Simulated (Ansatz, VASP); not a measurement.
## AlN in VASP and in Ansatz

INCAR

```
SYSTEM = AlN
PREC     = Accurate       ! precision mode
ENCUT    = 520            ! plane-wave cutoff, eV
EDIFF    = 1E-7           ! SCF threshold, eV
ISMEAR   = 0              ! smearing method
SIGMA    = 0.01           ! smearing width, eV
LREAL    = .False.        ! projectors in reciprocal space
LASPH    = .True.         ! aspherical terms in the spheres
NELM     = 80             ! most SCF steps
ALGO     = Normal         ! electronic algorithm
ISIF     = 2              ! what is computed and relaxed
LWAVE    = .False.        ! write WAVECAR
LCHARG   = .False.        ! write CHGCAR
GGA      = CA             ! functional
IBRION   = 2              ! ionic algorithm
NSW      = 80             ! ionic steps
EDIFFG   = -0.001         ! ionic threshold
```

File KPOINTS:

```
regular mesh
0
Gamma
  9 9 6
  0 0 0
```

File POSCAR:

```
AlN
1.0
    3.1192260000      0.0000000000      0.0000000000
   -1.5596130000      2.7013289562      0.0000000000
    0.0000000000      0.0000000000      4.9810000000
Al N
2 2
Direct
    0.3333333333      0.6666666667      0.0000000000
    0.6666666667      0.3333333333      0.5000000000
    0.3333333333      0.6666666667      0.3800000000
    0.6666666667      0.3333333333      0.8800000000
```

Input for Ansatz:

```yaml
crystal:
  lattice:
    - [3.119226, 0.0, 0.0]
    - [-1.559613, 2.7013289562, 0.0]
    - [0.0, 0.0, 4.981]
  atoms:
    - { symbol: Al, position: [0.3333333333, 0.6666666667, 0.0] }
    - { symbol: Al, position: [0.6666666667, 0.3333333333, 0.5] }
    - { symbol: "N", position: [0.3333333333, 0.6666666667, 0.38] }
    - { symbol: "N", position: [0.6666666667, 0.3333333333, 0.88] }
scf:
  occupations: { method: fixed }
output:
  forces: true
  stress: true
  eigenvalues: true
hamiltonian:
  xc: lda
relax:
  f_tol: 0.001
  max_steps: 60
kpoints:
  mp_grid: { grid: [9, 9, 6] }
```

Alike in both runs: task relaxation of the atoms; functional LDA; k mesh 9 × 9 × 6; no spin polarisation.

|  | VASP | Ansatz |
| --- | --- | --- |
| version | VASP 6.6.1 | Ansatz 0.2.0 |
| potentials or method | VASP PAW LDA potentials, release 64 (Al, N) | scalar-relativistic, plane waves, PAW |
| plane-wave cutoff (eV) | 520 | 420 |
| occupations | gaussian, width 0.01 eV | fixed |
| valence electrons in the cell | 16 | 16 |

|  | VASP | Ansatz | Ansatz less VASP |
| --- | --- | --- | --- |
| gap on the k mesh at the Fermi level, each at its own relaxed structure (eV) | 4.17 | 4.17 | -0.006 |

LDA's correlation is that of Perdew and Zunger in VASP and of Perdew and Wang (1992) in Ansatz. Ansatz's warnings: stress scf threshold loose.
